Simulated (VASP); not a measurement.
# Pd (Fm-3m) in VASP: relaxation of cell and atoms with PBE

Aim: the relaxation of cell and atoms of Pd with PBE.

Program: VASP 6.6.1. These are calculated values, not measurements. Logs are shortened: lines on timing, memory, paths and dates and some standing lists are left out, and cuts for length are marked.

## 1. The cell of the first run

The structure is cubic, space group Fm-3m (No. 225). Conventional cell: a = 3.947 Å, b = 3.947 Å, c = 3.947 Å, α = 90.00°, β = 90.00°, γ = 90.00°. Pd (site symmetry m-3m) has 12 Pd at 2.79 Å within 3.7 Å.

## 2. Relaxation of cell and atoms, PBE

File INCAR:

```
  PREC = Accurate
  ENCUT = 600
  EDIFF = 1E-6
  ISMEAR = -1
  SIGMA = 0.1
  LREAL = False
  LASPH = True
  NELM = 60
  ALGO = Normal
  ISIF = 3
  LWAVE = False
  LCHARG = False
  GGA = PE
  IBRION = 2
  NSW = 60
  EDIFFG = -0.005
```

File KPOINTS:

```
regular mesh
0
Gamma
  16 16 16
```

File POSCAR:

```
Pd
1.0
    0.0000000000      1.9734833199      1.9734833199
    1.9734833199      0.0000000000      1.9734833199
    1.9734833199      1.9734833199      0.0000000000
Pd
1
Direct
    0.0000000000      0.0000000000      0.0000000000
```

Potentials or basis: VASP PAW PBE potentials, release 64 (Pd).

Launch:

```bash
$ cat potpaw_PBE.64/Pd/POTCAR > POTCAR
$ mpirun -np 1 vasp_std > vasp.out
```

OUTCAR:

```text
PREC = Accurate
   ENCUT = 600
   EDIFF = 1E-6
   ISMEAR = -1
   LREAL = False
   LASPH = True
   NELM = 60
   ISIF = 3
   GGA = PE
   IBRION = 2
   NSW = 60
   EDIFFG = -0.005

 ion  position               nearest neighbor table
   1  0.000  0.000  0.000-

  LATTYP: Found a face centered cubic cell.
 ALAT       =     3.9469666398

  Lattice vectors:

 A1 = (   0.0000000000,   1.9734833199,   1.9734833199)
 A2 = (   1.9734833199,   0.0000000000,   1.9734833199)
 A3 = (   1.9734833199,   1.9734833199,   0.0000000000)

Analysis of symmetry for initial positions (statically):
=====================================================================
 Subroutine PRICEL returns:
 Original cell was already a primitive cell.

 Routine SETGRP: Setting up the symmetry group for a
 face centered cubic supercell.

 Subroutine GETGRP returns: Found 48 space group operations
 (whereof 48 operations were pure point group operations)
 out of a pool of 48 trial point group operations.

The static configuration has the point symmetry O_h .

Analysis of symmetry for dynamics (positions and initial velocities):
=====================================================================
 Subroutine PRICEL returns:
 Original cell was already a primitive cell.

 Routine SETGRP: Setting up the symmetry group for a
 face centered cubic supercell.

 Subroutine GETGRP returns: Found 48 space group operations
 (whereof 48 operations were pure point group operations)
 out of a pool of 48 trial point group operations.

The dynamic configuration has the point symmetry O_h .

 Subroutine INISYM returns: Found 48 space group operations
 (whereof 48 operations are pure point group operations),
 and found     1 'primitive' translations

----------------------------------------------------------------------------------------

                                     Primitive cell

  volume of cell :      15.3720

  direct lattice vectors                    reciprocal lattice vectors
     0.000000000  1.973483320  1.973483320    -0.253359121  0.253359121  0.253359121
     1.973483320  0.000000000  1.973483320     0.253359121 -0.253359121  0.253359121
     1.973483320  1.973483320  0.000000000     0.253359121  0.253359121 -0.253359121

  length of vectors
     2.790926876  2.790926876  2.790926876     0.438830871  0.438830871  0.438830871

  position of ions in fractional coordinates (direct lattice)
     0.000000000  0.000000000  0.000000000

  ion indices of the primitive-cell ions
[... 84 lines left out ...]
   PSTRESS=    0.0 pullay stress
   NELECT =      10.0000    total number of electrons
   NUPDOWN=      -1.0000    fix difference up-down
   EMIN   =  10.00;   EMAX   =-10.00  energy-range for DOS
   EFERMI =   0.00;   METHOD = LEGACY
   ISMEAR =    -1;   SIGMA  =   0.10  broadening in eV -4-tet -1-fermi 0-gaus
   EFERMI_NEDOS =   21; number of points for ismear=-14 and -15
   IALGO  =     38    algorithm
   IMIX   =      4    mixing-type and parameters
     AMIX     =   0.40;   BMIX     =  1.00
     AMIX_MAG =   1.60;   BMIX_MAG =  1.00
  volume/ion in A,a.u.               =      15.37       103.74
  Fermi-wavevector in a.u.,A,eV,Ry     =   1.418507  2.680589 27.377114  2.012161
  Thomas-Fermi vector in A             =   2.539625
   LORBIT       =      0    0 simple, 1 ext, 2 COOP (PROOUT), +10 PAW based schemes
   GGA     = PE    functional components
   LHFCALC =     F    Hartree Fock is set to
   AEXX    =    0.0000 exact exchange contribution
   IVDW    =     0    specifies the selected vdW correction
   LEPSILON=     F    determine dielectric tensor
   LRPA    =     F    only Hartree local field effects (RPA)
 conjugate gradient relaxation of ions
 non-spin polarized calculation
  energy-cutoff  :      600.00
  volume of cell :       15.37
 maximum number of plane-waves:       533
   NGX = 11   NGY = 11   NGZ = 11

--------------------------------------- Ionic step        1  -------------------------------------------

 number of electron      10.0000000 magnetization

 Free energy of the ion-electron system (eV)
  ---------------------------------------------------
  ext. energy  EPLUGINS =         0.00000000
  ---------------------------------------------------
  free energy    TOTEN  =        -5.25332021 eV

  energy without entropy =       -5.18827426  energy(sigma->0) =       -5.22079724

------------------------ aborting loop because EDIFF is reached ----------------------------------------

  FORCE on cell =-STRESS in cart. coord.  units (eV):
  Direction    XX          YY          ZZ          XY          YZ          ZX
  --------------------------------------------------------------------------------------
  -------------------------------------------------------------------------------------
  Total       -0.0413093     -0.0413093     -0.0413093      0.0000000      0.0000000     -0.0000000
  in kB       -4.3055479     -4.3055479     -4.3055479      0.0000000      0.0000000     -0.0000000
  external PRESSURE =      -4.3055479 kB  Pullay stress =       0.0000000 kB
[... 57 lines left out ...]
--------------------------------------- Ionic step        3  -------------------------------------------

 number of electron      10.0000000 magnetization

 Free energy of the ion-electron system (eV)
  ---------------------------------------------------
  ext. energy  EPLUGINS =         0.00000000
  ---------------------------------------------------
  free energy    TOTEN  =        -5.25337647 eV

  energy without entropy =       -5.18848418  energy(sigma->0) =       -5.22093032

 E-fermi :   9.1845     XC(G=0): -12.9437

 val. band max:        9.1822361788   @ k =   0.4375   0.3750   0.0000
 cond. band min:       9.1934376500   @ k =  -0.4375   0.3750   0.0000
 fundamental gap:      0.0112014713
 Fermi energy:         9.1845087913

 k-point     1 :       0.0000    0.0000    0.0000
  band No.  band energies     occupation
      1       2.2997      2.00000
      2       6.4819      2.00000
      3       6.4819      2.00000
      4       6.4819      2.00000
      5       7.9906      1.99999
      6       7.9906      1.99999
      7      26.3119      0.00000
      8      30.8656      0.00000
      9      30.8656      0.00000
[... 265 lines left out ...]
 k-point    24 :      -0.0625    0.0625    0.0000
  band No.  band energies     occupation
      1       2.6604      2.00000
      2       6.3447      2.00000
      3       6.5927      2.00000
      4       6.6281      2.00000
      5       7.8657      2.00000
      6       8.0141      1.99998
      7      26.6325      0.00000
      8      29.0453      0.00000
      9      30.5965      0.00000

 [... further k-points ...]
[... 5 lines left out ...]
  --------------------------------------------------------------------------------------
  -------------------------------------------------------------------------------------
  Total        0.0005754      0.0005754      0.0005754      0.0000000      0.0000000     -0.0000000
  in kB        0.0601343      0.0601343      0.0601343      0.0000000      0.0000000     -0.0000000
  external PRESSURE =       0.0601343 kB  Pullay stress =       0.0000000 kB
[... 16 lines left out ...]
  FREE ENERGIE OF THE ION-ELECTRON SYSTEM (eV)
  ---------------------------------------------------
  free  energy   TOTEN  =        -5.2533764669 eV

  energy  without entropy=       -5.1884841828  energy(sigma->0) =       -5.22093032

 reached required accuracy - stopping structural energy minimisation
```

OSZICAR:

```text
N       E                     dE             d eps       ncg     rms          rms(c)
DAV:   1     0.430474103253E+02    0.43047E+02   -0.58089E+03  2618   0.117E+03
DAV:   2    -0.512574724134E+01   -0.48173E+02   -0.46841E+02  2776   0.204E+02
[... 16 lines left out ...]
   2 F= -.52532879E+01 E0= -.52209407E+01  d E =0.323410E-04
       N       E                     dE             d eps       ncg     rms          rms(c)
DAV:   1    -0.525485971111E+01   -0.15718E-02   -0.28966E-02  2653   0.191E+00    0.257E-01
DAV:   2    -0.525338466919E+01    0.14750E-02   -0.78345E-03  2641   0.802E-01    0.655E-02
DAV:   3    -0.525337831348E+01    0.63557E-05   -0.25914E-05  2858   0.432E-02    0.397E-02
DAV:   4    -0.525337626952E+01    0.20440E-05   -0.15462E-05  2904   0.340E-02    0.240E-03
DAV:   5    -0.525337646689E+01   -0.19737E-06   -0.13026E-07  1616   0.323E-03
   3 F= -.52533765E+01 E0= -.52209303E+01  d E =-.562531E-04
```

Run time: 47 s. Hardware: 1 thread of Intel Xeon 8259CL, shared host; peak memory 0.16 GiB.

Results:

- Free energy: -5.2534 eV
- Relaxed volume: 15.33 Å³/atom
- Relaxed cell: a = 2.788 Å, b = 2.788 Å, c = 2.788 Å, α = 60.00°, β = 60.00°, γ = 60.00°
- Space group after relaxing (to 0.05 Å): Fm-3m (No. 225)
- Energy gained by relaxing: 0.1 meV/atom
- Ionic steps: 3
- Pressure after relaxing: 0.0 GPa
- Band gap on the k mesh: zero (band 5 reaches 9.42 eV, above the bottom of band 6 at 7.93 eV)

Final structure:
```
CELL_PARAMETERS angstrom
0.00000 1.97176 1.97176
1.97176 0.00000 1.97176
1.97176 1.97176 0.00000
ATOMIC_POSITIONS crystal
Pd 0.00000 0.00000 0.00000
```
